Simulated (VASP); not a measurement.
# TePt2 (Pn-3m) in VASP: notebook, part 2 of 3

VASP 6.6.1. The steps go on from the part before.

## Step 4: Relaxation of cell and atoms, PBE

The input, INCAR:

```
SYSTEM = TePt2
ALGO = Normal ; EDIFF = 1E-7
EDIFFG = -0.04 ; ENCUT = 500
GGA = PE ; GGA_COMPAT = .FALSE.
IBRION = 2 ; ISIF = 3
ISMEAR = 0 ; LASPH = .TRUE.
LCHARG = .FALSE. ; LREAL = .FALSE.
LWAVE = .FALSE. ; NELM = 120
NELMIN = 4 ; NSW = 90
PREC = Accurate ; SIGMA = 0.1
```

The input, KPOINTS:

```
k-points
0
G
  4 4 4
  0 0 0
```

The input, POSCAR:

```
TePt2
1.0
    5.2298408288      0.0000000000      0.0000000000
    0.0000000000      5.2298408288      0.0000000000
    0.0000000000      0.0000000000      5.2298408288
Te Pt
2 4
Direct
    0.0000000000      0.0000000000      0.0000000000
    0.5000000000      0.5000000000      0.5000000000
    0.2500000000      0.2500000000      0.2500000000
    0.2500000000      0.7500000000      0.7500000000
    0.7500000000      0.7500000000      0.2500000000
    0.7500000000      0.2500000000      0.7500000000
```

Potentials or basis: VASP PAW PBE potentials, release 64 (Te, Pt).

On the command line:

```bash
cat potpaw_PBE.64/Te/POTCAR potpaw_PBE.64/Pt/POTCAR > POTCAR
mpirun -np 1 vasp_std > vasp.out
```

OUTCAR:

```text
SYSTEM = TePt2
   EDIFF = 1E-7
   EDIFFG = -0.04
   ENCUT = 500
   GGA = PE
   IBRION = 2
   ISIF = 3
   ISMEAR = 0
   LASPH = .TRUE.
   LREAL = .FALSE.
   NELM = 120
   NELMIN = 4
   NSW = 90
   PREC = Accurate

 ion  position               nearest neighbor table
   1  0.000  0.000  0.000-   3 2.26   4 2.26   5 2.26   6 2.26
   2  0.500  0.500  0.500-   3 2.26   4 2.26   5 2.26   6 2.26
   3  0.250  0.250  0.250-   1 2.26   2 2.26
   4  0.250  0.750  0.750-   1 2.26   2 2.26
   5  0.750  0.750  0.250-   1 2.26   2 2.26
   6  0.750  0.250  0.750-   1 2.26   2 2.26

  LATTYP: Found a simple cubic cell.
 ALAT       =     5.2298408288

  Lattice vectors:

 A1 = (   5.2298408288,   0.0000000000,   0.0000000000)
 A2 = (   0.0000000000,   5.2298408288,   0.0000000000)
 A3 = (   0.0000000000,   0.0000000000,   5.2298408288)

Analysis of symmetry for initial positions (statically):
=====================================================================
 Subroutine PRICEL returns:
 Original cell was already a primitive cell.

 Routine SETGRP: Setting up the symmetry group for a
 simple cubic supercell.

 Subroutine GETGRP returns: Found 48 space group operations
 (whereof 24 operations were pure point group operations)
 out of a pool of 48 trial point group operations.

The static configuration has the point symmetry T_d .
 The point group associated with its full space group is O_h .

Analysis of symmetry for dynamics (positions and initial velocities):
=====================================================================
 Subroutine PRICEL returns:
 Original cell was already a primitive cell.

 Routine SETGRP: Setting up the symmetry group for a
 simple cubic supercell.

 Subroutine GETGRP returns: Found 48 space group operations
 (whereof 24 operations were pure point group operations)
 out of a pool of 48 trial point group operations.

The dynamic configuration has the point symmetry T_d .
 The point group associated with its full space group is O_h .

 Subroutine INISYM returns: Found 48 space group operations
 (whereof 24 operations are pure point group operations),
 and found     1 'primitive' translations

----------------------------------------------------------------------------------------

                                     Primitive cell

  volume of cell :     143.0426

  direct lattice vectors                    reciprocal lattice vectors
     5.229840829  0.000000000  0.000000000     0.191210408  0.000000000  0.000000000
     0.000000000  5.229840829  0.000000000     0.000000000  0.191210408  0.000000000
     0.000000000  0.000000000  5.229840829     0.000000000  0.000000000  0.191210408

  length of vectors
     5.229840829  5.229840829  5.229840829     0.191210408  0.191210408  0.191210408

  position of ions in fractional coordinates (direct lattice)
     0.000000000  0.000000000  0.000000000
     0.500000000  0.500000000  0.500000000
     0.250000000  0.250000000  0.250000000
     0.250000000  0.750000000  0.750000000
     0.750000000  0.750000000  0.250000000
     0.750000000  0.250000000  0.750000000

  ion indices of the primitive-cell ions
   primitive index   ion index
                 1           1
                 2           2
                 3           3
                 4           4
                 5           5
                 6           6

----------------------------------------------------------------------------------------

 KPOINTS: k-points

Automatic generation of k-mesh.
 Grid dimensions read from file:
 generate k-points for:    4    4    4

 Generating k-lattice:

  Cartesian coordinates                     Fractional coordinates (reciprocal lattice)
     0.047802602  0.000000000  0.000000000     0.250000000  0.000000000  0.000000000
     0.000000000  0.047802602  0.000000000     0.000000000  0.250000000  0.000000000
     0.000000000  0.000000000  0.047802602     0.000000000  0.000000000  0.250000000

  Length of vectors
     0.047802602  0.047802602  0.047802602

  Shift w.r.t. Gamma in fractional coordinates (k-lattice)
     0.000000000  0.000000000  0.000000000

 Subroutine IBZKPT returns following result:
 ===========================================

 Found     10 irreducible k-points:

 Following reciprocal coordinates:
            Coordinates               Weight
  0.000000  0.000000  0.000000      1.000000
  0.250000  0.000000  0.000000      6.000000
  0.500000  0.000000  0.000000      3.000000
  0.250000  0.250000  0.000000     12.000000
  0.500000  0.250000  0.000000     12.000000
  0.500000  0.500000  0.000000      3.000000
  0.250000  0.250000  0.250000      8.000000
  0.500000  0.250000  0.250000     12.000000
  0.500000  0.500000  0.250000      6.000000
  0.500000  0.500000  0.500000      1.000000
   k-points           NKPTS =     10   k-points in BZ     NKDIM =     10   number of bands    NBANDS=     31
   number of dos      NEDOS =    301   number of ions     NIONS =      6
   total plane-waves  NPLWV =  64000
   dimension x,y,z NGX =    40 NGY =   40 NGZ =   40
   dimension x,y,z NGXF=    80 NGYF=   80 NGZF=   80
   ions per type =               2   4
   NGX,Y,Z   is equivalent  to a cutoff of  12.72, 12.72, 12.72 a.u.
   NGXF,Y,Z  is equivalent  to a cutoff of  25.43, 25.43, 25.43 a.u.
 SYSTEM =  TePt2
   PREC   = accura    normal or accurate (medium, high low for compatibility)
   ISTART =      0    job   : 0-new  1-cont  2-samecut
   ICHARG =      2    charge: 1-file 2-atom 10-const
   ISPIN  =      1    spin polarized calculation?
   LNONCOLLINEAR =      F non collinear calculations
   LSORBIT =      F    spin-orbit coupling
   LASPH  =      T    aspherical Exc in radial PAW
   ENCUT  =  500.0 eV  36.75 Ry    6.06 a.u.   9.54  9.54  9.54*2*pi/ulx,y,z
   NELM   =    120;   NELMIN=  4; NELMDL= -5     # of ELM steps
   EDIFF  = 0.1E-06   stopping-criterion for ELM
   LREAL  =      F    real-space projection
   EDIFFG = -.4E-01   stopping-criterion for IOM
   NSW    =     90    number of steps for IOM
   IBRION =      2    ionic relax: 0-MD 1-quasi-New 2-CG
   NFREE  =      1    steps in history (QN), initial steepest desc. (CG)
   ISIF   =      3    stress and relaxation
   ISYM   =      2    0-nonsym 1-usesym 2-fastsym
   POTIM  = 0.5000    time-step for ionic-motion
   TEBEG  =    0.0;   TEEND  =   0.0 temperature during run
   PSTRESS=    0.0 pullay stress
   NELECT =      52.0000    total number of electrons
   NUPDOWN=      -1.0000    fix difference up-down
   EMIN   =  10.00;   EMAX   =-10.00  energy-range for DOS
   EFERMI =   0.00;   METHOD = LEGACY
   ISMEAR =     0;   SIGMA  =   0.10  broadening in eV -4-tet -1-fermi 0-gaus
   EFERMI_NEDOS =   21; number of points for ismear=-14 and -15
   IALGO  =     38    algorithm
   IMIX   =      4    mixing-type and parameters
     AMIX     =   0.40;   BMIX     =  1.00
     AMIX_MAG =   1.60;   BMIX_MAG =  1.00
  volume/ion in A,a.u.               =      23.84       160.88
  Fermi-wavevector in a.u.,A,eV,Ry     =   1.168389  2.207935 18.573761  1.365133
  Thomas-Fermi vector in A             =   2.304876
   LORBIT       =      0    0 simple, 1 ext, 2 COOP (PROOUT), +10 PAW based schemes
   GGA     = PE    functional components
   LHFCALC =     F    Hartree Fock is set to
   AEXX    =    0.0000 exact exchange contribution
   IVDW    =     0    specifies the selected vdW correction
   LEPSILON=     F    determine dielectric tensor
   LRPA    =     F    only Hartree local field effects (RPA)
 conjugate gradient relaxation of ions
 non-spin polarized calculation
 Gauss-broadening in eV      SIGMA  =   0.10
  energy-cutoff  :      500.00
  volume of cell :      143.04
 maximum number of plane-waves:      3695
 NGX is ok and might be reduce to    40
   NGX = 19   NGY = 19   NGZ = 19

--------------------------------------- Ionic step        1  -------------------------------------------

 number of electron      52.0000008 magnetization

 Free energy of the ion-electron system (eV)
  ---------------------------------------------------
  ext. energy  EPLUGINS =         0.00000000
  ---------------------------------------------------
  free energy    TOTEN  =       -20.82722790 eV

  energy without entropy =      -20.77550238  energy(sigma->0) =      -20.80136514

 E-fermi :   6.2545     XC(G=0): -10.4084

 val. band max:        6.2222038973   @ k =   0.5000   0.2500   0.0000
 cond. band min:       6.2549961675   @ k =   0.5000   0.5000   0.0000
 fundamental gap:      0.0327922702
 Fermi energy:         6.2544756705

 k-point     1 :       0.0000    0.0000    0.0000
  band No.  band energies     occupation
      1      -7.9338      2.00000
      2      -5.3463      2.00000
      3      -1.0785      2.00000
      4      -1.0785      2.00000
      5      -1.0785      2.00000
      6       2.2361      2.00000
[... 486 lines left out ...]
  energy  without entropy=      -24.8053433520  energy(sigma->0) =      -24.84460404

--------------------------------------- Ionic step        5  -------------------------------------------

 number of electron      51.9999970 magnetization

 Free energy of the ion-electron system (eV)
  ---------------------------------------------------
  ext. energy  EPLUGINS =         0.00000000
  ---------------------------------------------------
  free energy    TOTEN  =       -24.88661724 eV

  energy without entropy =      -24.80958324  energy(sigma->0) =      -24.84810024

 E-fermi :   3.0571     XC(G=0):  -8.9859

 val. band max:        3.0565361595   @ k =   0.5000   0.2500   0.0000
 cond. band min:       3.0994114769   @ k =   0.5000   0.2500   0.2500
 fundamental gap:      0.0428753173
 Fermi energy:         3.0570818162

 k-point     1 :       0.0000    0.0000    0.0000
  band No.  band energies     occupation
      1      -9.2253      2.00000
      2      -7.8985      2.00000
      3      -2.4563      2.00000
      4      -2.4563      2.00000
      5      -2.4563      2.00000
      6       0.6177      2.00000
[... 362 lines left out ...]
  FREE ENERGIE OF THE ION-ELECTRON SYSTEM (eV)
  ---------------------------------------------------
  free  energy   TOTEN  =       -24.8866172436 eV

  energy  without entropy=      -24.8095832353  energy(sigma->0) =      -24.84810024

 reached required accuracy - stopping structural energy minimisation
```

Wall time 4.6 min (1 thread of Intel Xeon 8259CL, shared host); peak memory 0.26 GiB.

Results:

```yaml
Free_energy: -24.8866 eV
Relaxed_volume: 31.83 Å³/atom
Relaxed_cell: a = 5.759 Å, b = 5.759 Å, c = 5.759 Å, α = 90.00°, β = 90.00°, γ = 90.00°
Space_group_after_relaxing_to_0.1_Å: Pn-3m (No. 224)
Energy_gained_by_relaxing: 676.6 meV/atom
Ionic_steps: 5
Pressure_after_relaxing: 0.0 GPa
Band_gap_on_the_k_mesh: zero (bands 26 and 27 overlap by 0.48 eV)
```

Step by step:
| step | energy change (eV) | largest force (eV/Å) | pressure (GPa) | volume (Å³) |
| --- | --- | --- | --- | --- |
| 1 | 0.0000 | 0.0000 | 35.85 | 143.04 |
| 2 | -0.1376 | 0.0000 | -8.89 | 284.32 |
| 3 | -4.0403 | 0.0000 | -1.34 | 195.45 |
| 4 | -4.0566 | 0.0000 | -0.52 | 192.65 |
| 5 | -4.0594 | 0.0000 | 0.01 | 190.96 |

Final structure:
```cif
data_structure
_symmetry_space_group_name_H-M 'P 1'
_symmetry_Int_Tables_number 1
_cell_length_a 5.7586
_cell_length_b 5.7586
_cell_length_c 5.7586
_cell_angle_alpha 90.000
_cell_angle_beta 90.000
_cell_angle_gamma 90.000
_cell_volume 190.96
loop_
_atom_site_label
_atom_site_type_symbol
_atom_site_fract_x
_atom_site_fract_y
_atom_site_fract_z
_atom_site_occupancy
Te1 Te 0.00000 0.00000 0.00000 1
Te2 Te 0.50000 0.50000 0.50000 1
Pt1 Pt 0.25000 0.25000 0.25000 1
Pt2 Pt 0.25000 0.75000 0.75000 1
Pt3 Pt 0.75000 0.75000 0.25000 1
Pt4 Pt 0.75000 0.25000 0.75000 1
```

Levels at points of the mesh, in eV from the Fermi level:
| k point | band 22 | band 23 | band 24 | band 25 | band 26 | band 27 | band 28 | band 29 | band 30 | band 31 |
| --- | --- | --- | --- | --- | --- | --- | --- | --- | --- | --- |
| (0.00, 0.00, 0.00) | -0.95 | -0.41 | -0.41 | -0.41 | 0.34 | 0.34 | 0.34 | 2.20 | 2.20 | 2.82 |
| (0.50, 0.00, 0.00) | -0.80 | -0.57 | -0.57 | 0.06 | 0.06 | 0.20 | 0.20 | 4.05 | 4.57 | 4.57 |
| (0.50, 0.50, 0.00) | -0.69 | -0.68 | -0.68 | 0.00 | 0.00 | 0.22 | 0.22 | 2.81 | 2.81 | 3.59 |
| (0.50, 0.50, 0.50) | -0.86 | -0.46 | -0.46 | -0.34 | -0.03 | -0.03 | -0.03 | 3.98 | 3.98 | 4.92 |

Caveat: the volume moved by over 15 % at a fixed basis, so the end points are rough; spin-orbit coupling is left out, which moves the levels of the heavy elements.

(Part 2 of 3 ends here.)

The gap in the log of VASP goes by the Fermi energy; the results here count the filled bands.